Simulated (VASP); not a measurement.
# BaO (Fm-3m) in VASP: single point with HSE06

Aim: the single point of BaO with HSE06.

Program: VASP 6.6.1. These are calculated values, not measurements. Logs are shortened: lines on timing, memory, paths and dates and some standing lists are left out, and cuts for length are marked.

### 1 The cell of the first run

The structure is cubic, space group Fm-3m (No. 225). The conventional cell has a = 5.544 Å, b = 5.544 Å, c = 5.544 Å, α = 90.00°, β = 90.00°, γ = 90.00°. Within 3.7 Å of Ba (site symmetry m-3m) lie 6 O at 2.77 Å. Within 3.7 Å of O (site symmetry m-3m) lie 6 Ba at 2.77 Å.

### 2 Single point, HSE06

File POSCAR:

```
BaO
1.0
    0.0000000000      2.7719418017      2.7719418017
    2.7719418017      0.0000000000      2.7719418017
    2.7719418017      2.7719418017      0.0000000000
Ba O
1 1
Direct
    0.0000000000      0.0000000000      0.0000000000
    0.5000000000      0.5000000000      0.5000000000
```

File INCAR.step1:

```
SYSTEM = BaO
  ALGO = Normal
  EDIFF = 1E-5
  ENCUT = 520
  GGA = PE
  GGA_COMPAT = .False.
  ISIF = 2
  ISMEAR = 0
  LASPH = .True.
  LCHARG = .False.
  LREAL = .False.
  LWAVE = .True.
  NBANDS = 15
  NELM = 120
  PREC = Accurate
  SIGMA = 0.01
```

File INCAR.step2:

```
SYSTEM = BaO
  ALGO = Normal
  EDIFF = 1E-6
  ENCUT = 520
  GGA = PE
  GGA_COMPAT = .False.
  HFSCREEN = 0.2079
  ISIF = 2
  ISMEAR = 0
  ISTART = 1
  LASPH = .True.
  LCHARG = .False.
  LHFCALC = .True.
  LREAL = .False.
  LWAVE = .False.
  NBANDS = 15
  NELM = 120
  PREC = Accurate
  PRECFOCK = Normal
  SIGMA = 0.01
```

File KPOINTS:

```
k-points
0
Gamma
  6 6 6
  0 0 0
```

Potentials or basis: VASP PAW PBE potentials, release 64 (Ba_sv, O).

The run is started by

```bash
cat potpaw_PBE.64/Ba_sv/POTCAR potpaw_PBE.64/O/POTCAR > POTCAR
cp INCAR.step1 INCAR
mpirun -np 1 vasp_std > vasp.out
cp INCAR.step2 INCAR
mpirun -np 1 vasp_std > vasp.out
```

OUTCAR:

```text
SYSTEM = BaO
   EDIFF = 1E-6
   ENCUT = 520
   GGA = PE
   HFSCREEN = 0.2079
   ISIF = 2
   ISMEAR = 0
   ISTART = 1
   LASPH = .True.
   LHFCALC = .True.
   LREAL = .False.
   NELM = 120
   PREC = Accurate
   PRECFOCK = Normal

 ion  position               nearest neighbor table
   1  0.000  0.000  0.000-   2 2.77   2 2.77   2 2.77   2 2.77   2 2.77   2 2.77
   2  0.500  0.500  0.500-   1 2.77   1 2.77   1 2.77   1 2.77   1 2.77   1 2.77

  LATTYP: Found a face centered cubic cell.
 ALAT       =     5.5438836034

  Lattice vectors:

 A1 = (   0.0000000000,   2.7719418017,   2.7719418017)
 A2 = (   2.7719418017,   0.0000000000,   2.7719418017)
 A3 = (   2.7719418017,   2.7719418017,   0.0000000000)

Analysis of symmetry for initial positions (statically):
=====================================================================
 Subroutine PRICEL returns:
 Original cell was already a primitive cell.

 Routine SETGRP: Setting up the symmetry group for a
 face centered cubic supercell.

 Subroutine GETGRP returns: Found 48 space group operations
 (whereof 48 operations were pure point group operations)
 out of a pool of 48 trial point group operations.

The static configuration has the point symmetry O_h .

Analysis of symmetry for dynamics (positions and initial velocities):
=====================================================================
 Subroutine PRICEL returns:
 Original cell was already a primitive cell.

 Routine SETGRP: Setting up the symmetry group for a
 face centered cubic supercell.

 Subroutine GETGRP returns: Found 48 space group operations
 (whereof 48 operations were pure point group operations)
 out of a pool of 48 trial point group operations.

The dynamic configuration has the point symmetry O_h .

 Subroutine INISYM returns: Found 48 space group operations
 (whereof 48 operations are pure point group operations),
 and found     1 'primitive' translations

----------------------------------------------------------------------------------------

                                     Primitive cell

  volume of cell :      42.5973

  direct lattice vectors                    reciprocal lattice vectors
     0.000000000  2.771941802  2.771941802    -0.180378967  0.180378967  0.180378967
     2.771941802  0.000000000  2.771941802     0.180378967 -0.180378967  0.180378967
     2.771941802  2.771941802  0.000000000     0.180378967  0.180378967 -0.180378967

  length of vectors
     3.920117690  3.920117690  3.920117690     0.312425536  0.312425536  0.312425536

  position of ions in fractional coordinates (direct lattice)
     0.000000000  0.000000000  0.000000000
     0.500000000  0.500000000  0.500000000

  ion indices of the primitive-cell ions
   primitive index   ion index
                 1           1
                 2           2

----------------------------------------------------------------------------------------

 KPOINTS: k-points

Automatic generation of k-mesh.
 Grid dimensions read from file:
 generate k-points for:    6    6    6

 Generating k-lattice:

  Cartesian coordinates                     Fractional coordinates (reciprocal lattice)
    -0.030063161  0.030063161  0.030063161     0.166666667  0.000000000  0.000000000
     0.030063161 -0.030063161  0.030063161     0.000000000  0.166666667  0.000000000
     0.030063161  0.030063161 -0.030063161     0.000000000  0.000000000  0.166666667

  Length of vectors
     0.052070923  0.052070923  0.052070923

  Shift w.r.t. Gamma in fractional coordinates (k-lattice)
     0.000000000  0.000000000  0.000000000

 Subroutine IBZKPT returns following result:
 ===========================================

 Found     16 irreducible k-points:

 Following reciprocal coordinates:
            Coordinates               Weight
  0.000000  0.000000  0.000000      1.000000
  0.166667  0.000000  0.000000      8.000000
  0.333333  0.000000  0.000000      8.000000
  0.500000  0.000000  0.000000      4.000000
  0.166667  0.166667  0.000000      6.000000
  0.333333  0.166667  0.000000     24.000000
[... 8 lines left out ...]
 -0.333333  0.333333  0.166667     24.000000
 -0.333333  0.500000  0.166667     12.000000
   k-points           NKPTS =     16   k-points in BZ     NKDIM =    216   number of bands    NBANDS=     15
   number of dos      NEDOS =    301   number of ions     NIONS =      2
   total plane-waves  NPLWV =  27000
   dimension x,y,z NGX =    30 NGY =   30 NGZ =   30
   dimension x,y,z NGXF=    60 NGYF=   60 NGZF=   60
   ions per type =               1   1
   NGX,Y,Z   is equivalent  to a cutoff of  12.72, 12.72, 12.72 a.u.
   NGXF,Y,Z  is equivalent  to a cutoff of  25.45, 25.45, 25.45 a.u.
 SYSTEM =  BaO
   PREC   = accura    normal or accurate (medium, high low for compatibility)
   ISTART =      1    job   : 0-new  1-cont  2-samecut
   ICHARG =      0    charge: 1-file 2-atom 10-const
   ISPIN  =      1    spin polarized calculation?
   LNONCOLLINEAR =      F non collinear calculations
   LSORBIT =      F    spin-orbit coupling
   LASPH  =      T    aspherical Exc in radial PAW
   ENCUT  =  520.0 eV  38.22 Ry    6.18 a.u.   7.29  7.29  7.29*2*pi/ulx,y,z
   NELM   =    120;   NELMIN=  2; NELMDL=  0     # of ELM steps
   EDIFF  = 0.1E-05   stopping-criterion for ELM
   LREAL  =      F    real-space projection
   EDIFFG = 0.1E-04   stopping-criterion for IOM
   NSW    =      0    number of steps for IOM
   IBRION =     -1    ionic relax: 0-MD 1-quasi-New 2-CG
   NFREE  =      0    steps in history (QN), initial steepest desc. (CG)
   ISIF   =      2    stress and relaxation
   ISYM   =      3    0-nonsym 1-usesym 2-fastsym
   POTIM  = 0.5000    time-step for ionic-motion
   TEBEG  =    0.0;   TEEND  =   0.0 temperature during run
   PSTRESS=    0.0 pullay stress
   NELECT =      16.0000    total number of electrons
   NUPDOWN=      -1.0000    fix difference up-down
   EMIN   =  10.00;   EMAX   =-10.00  energy-range for DOS
   EFERMI =   0.00;   METHOD = LEGACY
   ISMEAR =     0;   SIGMA  =   0.01  broadening in eV -4-tet -1-fermi 0-gaus
   EFERMI_NEDOS =   21; number of points for ismear=-14 and -15
   IALGO  =     38    algorithm
   IMIX   =      1    mixing-type and parameters
     AMIX     =   0.40;   BMIX     =  1.00
     AMIX_MAG =   1.60;   BMIX_MAG =  1.00
  volume/ion in A,a.u.               =      21.30       143.73
  Fermi-wavevector in a.u.,A,eV,Ry     =   1.181193  2.232130 18.983066  1.395216
  Thomas-Fermi vector in A             =   2.317471
   LORBIT       =      0    0 simple, 1 ext, 2 COOP (PROOUT), +10 PAW based schemes
   GGA     = PE    functional components
   LHFCALC =     T    Hartree Fock is set to
   PRECFOCK=normal    Normal, Fast or Accurate (Low or Medium for compatibility)
   ENCUT4O =  -1.0   cutoff for four orbital integrals eV
   NKREDX  =     1    reduce k-point grid by
   NKREDY  =     1    reduce k-point grid by
   NKREDZ  =     1    reduce k-point grid by
   AEXX    =    0.2500 exact exchange contribution
   HFSCREEN=    0.2079 screening length (either q_TF or 0.3 A-1)
   HFSCREENC=   0.2079 screening length for correlation (either q_TF or 0.3 A-1)
   ENCUTFOCK=  -1.0 apply spherical cutoff to Coloumb kernel
   IVDW    =     0    specifies the selected vdW correction
   LEPSILON=     F    determine dielectric tensor
   LRPA    =     F    only Hartree local field effects (RPA)
 non-spin polarized calculation
 Gauss-broadening in eV      SIGMA  =   0.01
  energy-cutoff  :      520.00
  volume of cell :       42.60
 maximum number of plane-waves:      1167
 NGX is ok and might be reduce to    30
  NGX = 24; NGY = 24; NGZ = 24

 number of electron      15.9999999 magnetization

 Free energy of the ion-electron system (eV)
  ---------------------------------------------------
  ext. energy  EPLUGINS =         0.00000000
  ---------------------------------------------------
  free energy    TOTEN  =       -13.86026395 eV

  energy without entropy =      -13.86026395  energy(sigma->0) =      -13.86026395

 E-fermi :   1.0509     XC(G=0):  -7.9447

 val. band max:        0.9094722164   @ k =   0.5000   0.5000   0.0000
 cond. band min:       4.1648954931   @ k =   0.5000   0.5000   0.0000
 fundamental gap:      3.2554232767
 Fermi energy:         1.0508975232

 k-point     1 :       0.0000    0.0000    0.0000
  band No.  band energies     occupation
      1     -26.5006      2.00000
      2     -15.6004      2.00000
      3      -9.9187      2.00000
      4      -9.9187      2.00000
      5      -9.9187      2.00000
      6       0.5211      2.00000
      7       0.5211      2.00000
      8       0.5211      2.00000
      9       5.7705      0.00000
     10       7.0163      0.00000
     11       7.0163      0.00000
     12       7.0163      0.00000
     13       9.3505      0.00000
     14       9.3505      0.00000
     15      12.2939      0.00000

 k-point     2 :       0.1667    0.0000    0.0000
  band No.  band energies     occupation
      1     -26.4319      2.00000
      2     -15.7736      2.00000
      3      -9.9928      2.00000
      4      -9.9475      2.00000
      5      -9.9475      2.00000
      6      -0.0104      2.00000
      7       0.1786      2.00000
      8       0.1786      2.00000
      9       6.6817      0.00000
     10       7.0228      0.00000
     11       7.5469      0.00000
     12       7.5469      0.00000
     13      10.0771      0.00000
     14      10.0771      0.00000
     15      13.9568      0.00000
[... 221 lines left out ...]
      3     -10.8283      2.00000
      4     -10.8222      2.00000
      5     -10.0211      2.00000
      6      -0.6164      2.00000
      7       0.3169      2.00000
      8       0.3428      2.00000
      9       7.0606      0.00000
     10       7.3155      0.00000
     11       9.8012      0.00000
     12      11.0868      0.00000
     13      12.5627      0.00000
     14      14.4220      0.00000
     15      15.0624      0.00000

 k-point    16 :      -0.3333    0.5000    0.1667
  band No.  band energies     occupation
      1     -26.1368      2.00000
      2     -15.9334      2.00000
      3     -11.2838      2.00000
      4     -10.8060      2.00000
      5     -10.1407      2.00000
      6      -0.2298      2.00000
      7       0.6662      2.00000
      8       0.7862      2.00000
      9       5.5076      0.00000
     10       8.5799      0.00000
     11       9.0902      0.00000
     12      12.1328      0.00000
     13      12.3460      0.00000
     14      14.6391      0.00000
     15      14.9260      0.00000

------------------------ aborting loop because EDIFF is reached ----------------------------------------

  FORCE on cell =-STRESS in cart. coord.  units (eV):
  Direction    XX          YY          ZZ          XY          YZ          ZX
  --------------------------------------------------------------------------------------
  -------------------------------------------------------------------------------------
  Total        0.2897388      0.2897388      0.2897388      0.0000000      0.0000000      0.0000000
  in kB       10.8977013     10.8977013     10.8977013      0.0000000      0.0000000      0.0000000
  external PRESSURE =      10.8977013 kB  Pullay stress =       0.0000000 kB

 VOLUME and BASIS-vectors are now :
 -----------------------------------------------------------------------------
  energy-cutoff  :      520.00
  volume of cell :       42.60
      direct lattice vectors                 reciprocal lattice vectors
     0.000000000  2.771941802  2.771941802    -0.180378967  0.180378967  0.180378967
     2.771941802  0.000000000  2.771941802     0.180378967 -0.180378967  0.180378967
     2.771941802  2.771941802  0.000000000     0.180378967  0.180378967 -0.180378967

 POSITION                                       TOTAL-FORCE (eV/Angst)
 -----------------------------------------------------------------------------------
      0.00000      0.00000      0.00000         0.000000      0.000000      0.000000
      2.77194      2.77194      2.77194        -0.000000     -0.000000     -0.000000
 -----------------------------------------------------------------------------------
    total drift:                                0.000001      0.000002      0.000002

  FREE ENERGIE OF THE ION-ELECTRON SYSTEM (eV)
  ---------------------------------------------------
  free  energy   TOTEN  =       -13.8602639544 eV

  energy  without entropy=      -13.8602639544  energy(sigma->0) =      -13.86026395
```

Run time: 29 min. Hardware: 1 thread of AMD EPYC 7R13 (Zen 3), shared host; peak memory 0.26 GiB.

What came out:

| Quantity | Value |
| --- | --- |
| Free energy | -13.8603 eV |
| Pressure | 1.1 GPa |
| Band gap on the k mesh | 3.26 eV |

Caveat: the PAW data sets were made with another functional, which shifts forces and pressure a little; spin-orbit coupling is left out, which moves the levels of the heavy elements. A k mesh can miss the band edges.
